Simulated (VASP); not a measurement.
# ZrAg4Se3 (P-3m1) in VASP: single point with PBE

Aim: the single point of ZrAg4Se3 with PBE.

Program: VASP 6.6.1. These are calculated values, not measurements. Logs are shortened: lines on timing, memory, paths and dates and some standing lists are left out, and cuts for length are marked.

## 1. The cell of the first run

Symmetry: P-3m1, No. 164, trigonal system. The conventional cell has a = 3.635 Å, b = 3.635 Å, c = 15.050 Å, α = 90.00°, β = 90.00°, γ = 120.00°. Within 3.8 Å of Zr (site symmetry -3m) lie 6 Se at 2.70 Å and 6 Zr at 3.63 Å and 2 Ag at 3.79 Å. Within 3.8 Å of Ag (site symmetry 3m) lie 9 Ag at 2.86 to 3.63 Å and 4 Se at 2.96 to 3.74 Å and 1 Zr at 3.79 Å. Within 3.7 Å of Ag (site symmetry 3m) lie 3 Se at 2.76 Å and 9 Ag at 2.86 to 3.63 Å. Within 3.7 Å of Se (site symmetry 3m) lie 3 Zr at 2.70 Å and 3 Ag at 2.96 Å and 6 Se at 3.63 Å. Se (site symmetry -3m) has 8 Ag at 2.76 to 3.74 Å and 6 Se at 3.63 Å within 3.8 Å.

## 2. Single point, PBE

The input, INCAR:

```
SYSTEM = ZrAg4Se3
PREC = Accurate ; ENCUT = 520
EDIFF = 1E-6 ; ISMEAR = 0
SIGMA = 0.1 ; LREAL = .False.
LASPH = .True. ; NELM = 60
ALGO = Normal ; ISIF = 2
LWAVE = .False. ; LCHARG = .False.
GGA = PE ; NBANDS = 47
```

The input, KPOINTS:

```
regular mesh
0
Gamma
  12 12 4
  0 0 0
```

The input, POSCAR:

```
ZrAg4Se3
1.0
    3.6349691532      0.0000000000      0.0000000000
   -1.8174845766      3.1479756286      0.0000000000
    0.0000000000      0.0000000000     15.0502092962
Zr Ag Se
1 4 3
Direct
    0.0000000000      0.0000000000      0.5000000000
    0.0000000000      0.0000000000      0.7518061355
    0.0000000000      0.0000000000      0.2481938645
    0.6666666667      0.3333333333      0.8804274749
    0.3333333333      0.6666666667      0.1195725251
    0.6666666667      0.3333333333      0.6132360144
    0.3333333333      0.6666666667      0.3867639856
    0.0000000000      0.0000000000      0.0000000000
```

Potentials or basis: VASP PAW PBE potentials, release 64 (Zr_sv, Ag, Se).

The run is started by

```console
cat potpaw_PBE.64/Zr_sv/POTCAR potpaw_PBE.64/Ag/POTCAR potpaw_PBE.64/Se/POTCAR > POTCAR
mpirun -np 1 vasp_std > vasp.out
```

OUTCAR:

```text
SYSTEM = ZrAg4Se3
   PREC = Accurate
   ENCUT = 520
   EDIFF = 1E-6
   ISMEAR = 0
   LREAL = .False.
   LASPH = .True.
   NELM = 60
   ISIF = 2
   GGA = PE

 ion  position               nearest neighbor table
   1  0.000  0.000  0.500-   6 2.70   7 2.70   7 2.70   6 2.70   6 2.70   7 2.70
   2  0.000  0.000  0.752-   4 2.86   4 2.86   4 2.86   6 2.96   6 2.96   6 2.96
   3  0.000  0.000  0.248-   5 2.86   5 2.86   5 2.86   7 2.96   7 2.96   7 2.96
   4  0.667  0.333  0.880-   8 2.76   8 2.76   8 2.76   2 2.86   2 2.86   2 2.86
   5  0.333  0.667  0.120-   8 2.76   8 2.76   8 2.76   3 2.86   3 2.86   3 2.86
   6  0.667  0.333  0.613-   1 2.70   1 2.70   1 2.70   2 2.96   2 2.96   2 2.96
   7  0.333  0.667  0.387-   1 2.70   1 2.70   1 2.70   3 2.96   3 2.96   3 2.96
   8  0.000  0.000  0.000-   4 2.76   5 2.76   5 2.76   4 2.76   4 2.76   5 2.76

  LATTYP: Found a hexagonal cell.
 ALAT       =     3.6349691532
 C/A-ratio  =     4.1403953271

  Lattice vectors:

 A1 = (   3.6349691532,   0.0000000000,   0.0000000000)
 A2 = (  -1.8174845766,   3.1479756286,   0.0000000000)
 A3 = (   0.0000000000,   0.0000000000,  15.0502092962)

Analysis of symmetry for initial positions (statically):
=====================================================================
 Subroutine PRICEL returns:
 Original cell was already a primitive cell.

 Routine SETGRP: Setting up the symmetry group for a
 hexagonal supercell.

 Subroutine GETGRP returns: Found 12 space group operations
 (whereof 12 operations were pure point group operations)
 out of a pool of 24 trial point group operations.

The static configuration has the point symmetry D_3d.

Analysis of symmetry for dynamics (positions and initial velocities):
=====================================================================
 Subroutine PRICEL returns:
 Original cell was already a primitive cell.

 Routine SETGRP: Setting up the symmetry group for a
 hexagonal supercell.

 Subroutine GETGRP returns: Found 12 space group operations
 (whereof 12 operations were pure point group operations)
 out of a pool of 24 trial point group operations.

The dynamic configuration has the point symmetry D_3d.

 Subroutine INISYM returns: Found 12 space group operations
 (whereof 12 operations are pure point group operations),
 and found     1 'primitive' translations

----------------------------------------------------------------------------------------

                                     Primitive cell

  volume of cell :     172.2164

[... 106 lines left out ...]
   ISIF   =      2    stress and relaxation
   ISYM   =      2    0-nonsym 1-usesym 2-fastsym
   POTIM  = 0.5000    time-step for ionic-motion
   TEBEG  =    0.0;   TEEND  =   0.0 temperature during run
   PSTRESS=    0.0 pullay stress
   NELECT =      74.0000    total number of electrons
   NUPDOWN=      -1.0000    fix difference up-down
   EMIN   =  10.00;   EMAX   =-10.00  energy-range for DOS
   EFERMI =   0.00;   METHOD = LEGACY
   ISMEAR =     0;   SIGMA  =   0.10  broadening in eV -4-tet -1-fermi 0-gaus
   EFERMI_NEDOS =   21; number of points for ismear=-14 and -15
   IALGO  =     38    algorithm
   IMIX   =      4    mixing-type and parameters
     AMIX     =   0.40;   BMIX     =  1.00
     AMIX_MAG =   1.60;   BMIX_MAG =  1.00
  volume/ion in A,a.u.               =      21.53       145.27
  Fermi-wavevector in a.u.,A,eV,Ry     =   1.235361  2.334494 20.764077  1.526117
  Thomas-Fermi vector in A             =   2.370014
   LORBIT       =      0    0 simple, 1 ext, 2 COOP (PROOUT), +10 PAW based schemes
   GGA     = PE    functional components
   LHFCALC =     F    Hartree Fock is set to
   AEXX    =    0.0000 exact exchange contribution
   IVDW    =     0    specifies the selected vdW correction
   LEPSILON=     F    determine dielectric tensor
   LRPA    =     F    only Hartree local field effects (RPA)
 non-spin polarized calculation
 Gauss-broadening in eV      SIGMA  =   0.10
  energy-cutoff  :      520.00
  volume of cell :      172.22
 maximum number of plane-waves:      4664
   NGX = 13   NGY = 13   NGZ = 55

 number of electron      74.0000001 magnetization

 Free energy of the ion-electron system (eV)
  ---------------------------------------------------
  ext. energy  EPLUGINS =         0.00000000
  ---------------------------------------------------
  free energy    TOTEN  =       -32.39005189 eV

  energy without entropy =      -32.37100048  energy(sigma->0) =      -32.38052618

 E-fermi :   6.0523     XC(G=0): -10.5937

 val. band max:        6.0411561307   @ k =   0.0833   0.0000   0.0000
 cond. band min:       6.0536340108   @ k =   0.2500   0.0833   0.5000
 fundamental gap:      0.0124778801
 Fermi energy:         6.0522633983

 k-point     1 :       0.0000    0.0000    0.0000
  band No.  band energies     occupation
      1     -43.5587      2.00000
      2     -21.6755      2.00000
      3     -21.4895      2.00000
      4     -21.4895      2.00000
      5      -8.1482      2.00000
      6      -7.4911      2.00000
[... 1189 lines left out ...]
     46      11.8591      0.00000
     47      12.2472      0.00000

 [... further k-points ...]

------------------------ aborting loop because EDIFF is reached ----------------------------------------

  FORCE on cell =-STRESS in cart. coord.  units (eV):
  Direction    XX          YY          ZZ          XY          YZ          ZX
  --------------------------------------------------------------------------------------
  -------------------------------------------------------------------------------------
  Total        0.0365345      0.0365345      0.0203130      0.0000000     -0.0000000      0.0000000
  in kB        0.3398906      0.3398906      0.1889775      0.0000000     -0.0000000      0.0000000
  external PRESSURE =       0.2895862 kB  Pullay stress =       0.0000000 kB

 VOLUME and BASIS-vectors are now :
 -----------------------------------------------------------------------------
  energy-cutoff  :      520.00
  volume of cell :      172.22
      direct lattice vectors                 reciprocal lattice vectors
     3.634969153  0.000000000  0.000000000     0.275105498  0.158832233  0.000000000
    -1.817484577  3.147975629  0.000000000     0.000000000  0.317664467  0.000000000
     0.000000000  0.000000000 15.050209296     0.000000000  0.000000000  0.066444259

 POSITION                                       TOTAL-FORCE (eV/Angst)
 -----------------------------------------------------------------------------------
      0.00000      0.00000      7.52510        -0.000000      0.000000      0.000000
      0.00000      0.00000     11.31484         0.000000     -0.000000      0.001898
      0.00000      0.00000      3.73537        -0.000000      0.000000     -0.001898
      1.81748      1.04933     13.25062         0.000000     -0.000000      0.000184
     -0.00000      2.09865      1.79959        -0.000000      0.000000     -0.000184
      1.81748      1.04933      9.22933         0.000000     -0.000000      0.021233
     -0.00000      2.09865      5.82088        -0.000000      0.000000     -0.021233
      0.00000      0.00000      0.00000        -0.000000      0.000000      0.000000
 -----------------------------------------------------------------------------------
    total drift:                                0.000000     -0.000000      0.000000

  FREE ENERGIE OF THE ION-ELECTRON SYSTEM (eV)
  ---------------------------------------------------
  free  energy   TOTEN  =       -32.3900518857 eV

  energy  without entropy=      -32.3710004779  energy(sigma->0) =      -32.38052618
```

It took 12 min on 1 thread of Intel Xeon Platinum 8259CL at 2.50GHz (Skylake/Cascade Lake), shared host; peak memory 0.6 GiB.

Results:

```
Free energy            : -32.3901 eV
Pressure               : 0.0 GPa
Largest force          : 0.021 eV/Å
Band gap on the k mesh : zero (bands 37 and 38 overlap by 1.48 eV)
```

Forces in eV/Å, atoms in the order of the input:
```
Zr   0.000  0.000  0.000
Ag   0.000  0.000  0.002
Ag   0.000  0.000 -0.002
Ag   0.000  0.000  0.000
Ag   0.000  0.000  0.000
Se   0.000  0.000  0.021
Se   0.000  0.000 -0.021
Se   0.000  0.000  0.000
```
